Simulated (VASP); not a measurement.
# AlGa3N4 in VASP: notebook, part 2 of 2

VASP 6.6.1. Earlier steps stand in the parts before.

### 3 Single point, PBEsol

This run uses another cell than the first one, of 11.81 Å³/atom.

Input file INCAR:

```
SYSTEM = AlGa3N4
PREC = Accurate ; ENCUT = 520
EDIFF = 1E-6 ; ISMEAR = 0
SIGMA = 0.1 ; LREAL = Auto
LASPH = .TRUE. ; NELM = 100
ALGO = Normal ; ISIF = 2
LWAVE = .FALSE. ; LCHARG = .FALSE.
GGA = PS ; NBANDS = 76
ISYM = 0
```

Input file KPOINTS:

```
Automatic mesh
0
Gamma
  2 2 2
  0.5 0.5 0.5
```

Input file POSCAR:

```
AlGa3N4
1.0
    5.8768737533      0.0670660326      0.1243829637
    0.0711188494      5.6249426743     -0.1220326464
    0.1270760929     -0.1253853150      5.7231426890
Al Ga N
2 6 8
Direct
    0.8231036996      0.2944504581      0.2655857802
    0.1420310777      0.9047063514     -0.0511410056
    0.2542673047      0.3915068968      0.6185290148
    0.5849214174      0.9067961810      0.3178972492
    0.1010656317      0.7912831885      0.4176893569
    0.5938793750      0.1236034354      0.7759769192
    0.4070733288      0.4262787456      0.1189304158
    0.8199727190      0.6341540107      0.7721594163
    0.3141552341      0.7434795421      0.6795405723
    0.3415350792      0.7571024908      0.1670953912
    0.9034461036     -0.0286762948      0.2320560494
    0.2736935197      0.2087136032      0.8955075353
    0.5108762928      0.2584576473      0.4068461725
    0.5512378421      0.8040028182      0.6445212332
    0.9807708359      0.4761712084      0.4717025002
    0.7204277519      0.3758861037     -0.0347035199
```

Potentials or basis: VASP PAW PBE potentials, release 64 (Al, Ga_d, N).

Launch:

```sh
$ cat potpaw_PBE.64/Al/POTCAR potpaw_PBE.64/Ga_d/POTCAR potpaw_PBE.64/N/POTCAR > POTCAR
$ mpirun -np 1 vasp_std > vasp.out
```

OUTCAR:

```text
SYSTEM = AlGa3N4
   PREC = Accurate
   ENCUT = 520
   EDIFF = 1E-6
   ISMEAR = 0
   LREAL = Auto
   LASPH = .TRUE.
   NELM = 100
   ISIF = 2
   GGA = PS
   ISYM = 0

 ion  position               nearest neighbor table
   1  0.823  0.294  0.266-  15 1.83  11 1.87  16 1.92  13 1.99   4 2.64   7 2.72   2 3.28
   2  0.142  0.905  0.949-  12 1.93  10 1.95   9 1.98  11 2.11   8 2.66   5 2.79   6 3.10   5 3.10
                             1 3.28
   3  0.254  0.392  0.619-  15 1.91  12 1.93  13 2.00   9 2.04   6 2.68   5 2.72
   4  0.585  0.907  0.318-  10 1.90  11 1.96  14 1.98  13 2.05   1 2.64   6 2.85
   5  0.101  0.791  0.418-  11 1.91  15 1.96  10 1.97   9 2.02   3 2.72   8 2.75   2 2.79   2 3.10

   6  0.594  0.124  0.776-  16 1.93  14 1.95  12 2.01  13 2.34   3 2.68   7 2.72   4 2.85   2 3.10

   7  0.407  0.426  0.119-  10 1.90  12 1.94  16 2.02  13 2.04   1 2.72   6 2.72
   8  0.820  0.634  0.772-  16 1.95  14 2.01  15 2.08   2 2.66   5 2.75
   9  0.314  0.743  0.680-  14 1.45   2 1.98   5 2.02   3 2.04
  10  0.342  0.757  0.167-   7 1.90   4 1.90   2 1.95   5 1.97
  11  0.903  0.971  0.232-   1 1.87   5 1.91   4 1.96   2 2.11
  12  0.274  0.209  0.896-   2 1.93   3 1.93   7 1.94   6 2.01
[... 168 lines left out ...]
      2     -10.4585      2.00000
      3     -10.1247      2.00000
      4     -10.0126      2.00000
      5      -9.8187      2.00000
      6      -9.7067      2.00000
[... 297 lines left out ...]
     73      12.0421      0.00000
     74      12.5841      0.00000
 [bands above 74 left out]

------------------------ aborting loop because EDIFF is reached ----------------------------------------

  FORCE on cell =-STRESS in cart. coord.  units (eV):
  Direction    XX          YY          ZZ          XY          YZ          ZX
  --------------------------------------------------------------------------------------
  -------------------------------------------------------------------------------------
  Total        0.0159745     -0.2362118     -0.1363484      0.0141966     -0.1586287      0.0270969
  in kB        0.1354311     -2.0025879     -1.1559526      0.1203578     -1.3448434      0.2297253
  external PRESSURE =      -1.0077031 kB  Pullay stress =       0.0000000 kB

 VOLUME and BASIS-vectors are now :
 -----------------------------------------------------------------------------
  energy-cutoff  :      520.00
  volume of cell :      188.98
      direct lattice vectors                 reciprocal lattice vectors
     5.876873753  0.067066033  0.124382964     0.170265062 -0.002235824 -0.003829532
     0.071118849  5.624942674 -0.122032646    -0.002113556  0.177891883  0.003944269
     0.127076093 -0.125385315  5.723142689    -0.003745494  0.003841721  0.174896506

 POSITION                                       TOTAL-FORCE (eV/Angst)
 -----------------------------------------------------------------------------------
      4.89197      1.67817      1.58643        -0.005294      0.013901     -0.007887
      1.01962      4.97947      5.33772        -0.005051     -0.008204     -0.004342
      1.60074      2.14170      3.52378        -0.007931     -0.000916      0.005827
      3.54240      5.10005      1.78147        -0.007796     -0.019630     -0.000739
      0.70330      4.40533      2.30650        -0.006483      0.000093     -0.010242
      3.59755      0.63780      4.49981         0.006529     -0.002060      0.005249
[... 8 lines left out ...]
      5.85767      2.68507      2.76350         0.012193     -0.000992     -0.021312
      4.38326      2.04162      5.56827         0.013462      0.017523     -0.003327
 -----------------------------------------------------------------------------------
    total drift:                                0.000116     -0.001004      0.003606

  FREE ENERGIE OF THE ION-ELECTRON SYSTEM (eV)
  ---------------------------------------------------
  free  energy   TOTEN  =      -102.6989260768 eV

  energy  without entropy=     -102.6989260768  energy(sigma->0) =     -102.69892608
```

OSZICAR:

```text
N       E                     dE             d eps       ncg     rms          rms(c)
DAV:   1     0.163625946003E+04    0.16363E+04   -0.52512E+04   676   0.275E+03
DAV:   2     0.308453782549E+03   -0.13278E+04   -0.12553E+04   616   0.797E+02
DAV:   3    -0.745662050880E+02   -0.38302E+03   -0.36525E+03   748   0.259E+02
DAV:   4    -0.114451079770E+03   -0.39885E+02   -0.38950E+02   728   0.896E+01
DAV:   5    -0.117505428309E+03   -0.30543E+01   -0.30376E+01   896   0.251E+01    0.207E+01
DAV:   6    -0.102442069192E+03    0.15063E+02   -0.51969E+01  1112   0.657E+01    0.664E+00
DAV:   7    -0.102894484392E+03   -0.45242E+00   -0.89558E+00   680   0.131E+01    0.529E+00
DAV:   8    -0.102739253474E+03    0.15523E+00   -0.12469E+00   960   0.143E+01    0.161E+00
DAV:   9    -0.102694879764E+03    0.44374E-01   -0.29928E-01   912   0.678E+00    0.577E-01
DAV:  10    -0.102697988363E+03   -0.31086E-02   -0.75146E-02   784   0.197E+00    0.267E-01
DAV:  11    -0.102698491293E+03   -0.50293E-03   -0.10788E-02   888   0.166E+00    0.134E-01
DAV:  12    -0.102698760479E+03   -0.26919E-03   -0.32656E-03   848   0.868E-01    0.484E-02
DAV:  13    -0.102698897770E+03   -0.13729E-03   -0.15701E-03   744   0.349E-01    0.313E-02
DAV:  14    -0.102698912794E+03   -0.15024E-04   -0.29365E-04   904   0.300E-01    0.198E-02
DAV:  15    -0.102698925396E+03   -0.12602E-04   -0.13823E-04   912   0.683E-02    0.144E-02
DAV:  16    -0.102698926213E+03   -0.81742E-06   -0.10563E-05   792   0.391E-02    0.489E-03
DAV:  17    -0.102698926077E+03    0.13647E-06   -0.22107E-06   464   0.246E-02
   1 F= -.10269893E+03 E0= -.10269893E+03  d E =-.421002E-12
```

stdout:

```text
POSCAR found type information on POSCAR AlGaN
 POSCAR found :  3 types and      16 ions
 scaLAPACK will be used
 -----------------------------------------------------------------------------
|                                                                             |
|                                                                             |
|     You enforced a specific xc type in the INCAR file but a different       |
|     I HOPE YOU KNOW WHAT YOU ARE DOING!                                     |
|                                                                             |
 -----------------------------------------------------------------------------

 LDA part: xc-table for (Slater+PW92), standard interpolation
 POSCAR, INCAR and KPOINTS ok, starting setup
 FFT: planning ... GRIDC
 FFT: planning ... GRID_SOFT
 FFT: planning ... GRID
 WAVECAR not read
 entering main loop
```

Run time: 3.9 min. Hardware: 1 thread of AMD EPYC 7R13, shared host; peak memory 0.31 GiB.

Results:

```yaml
Free_energy: -102.6989 eV
Pressure: -0.1 GPa
Largest_force: 0.115 eV/Å
Band_gap_on_the_k_mesh: 1.78 eV (least direct gap 1.95 eV)
```

Forces in eV/Å, atoms in the order of the input:
```
Al  -0.005  0.014 -0.008
Al  -0.005 -0.008 -0.004
Ga  -0.008 -0.001  0.006
Ga  -0.008 -0.020 -0.001
Ga  -0.006  0.000 -0.010
Ga   0.007 -0.002  0.005
Ga  -0.011  0.014 -0.013
Ga  -0.014 -0.009  0.020
N   -0.090 -0.047  0.012
N    0.021 -0.014  0.017
N    0.013 -0.016  0.011
N   -0.009  0.019  0.014
N   -0.014  0.008 -0.009
N    0.105  0.045 -0.015
N    0.012 -0.001 -0.021
N    0.013  0.018 -0.003
```

Stress tensor (GPa, compression positive):
```
 0.01  0.01  0.02
 0.01 -0.20 -0.13
 0.02 -0.13 -0.12
```

Caveat: the k points lie up to 0.56 Å⁻¹ apart; the atoms stand as in a frame of molecular dynamics; the PAW data sets were made with another functional, which shifts forces and pressure a little.
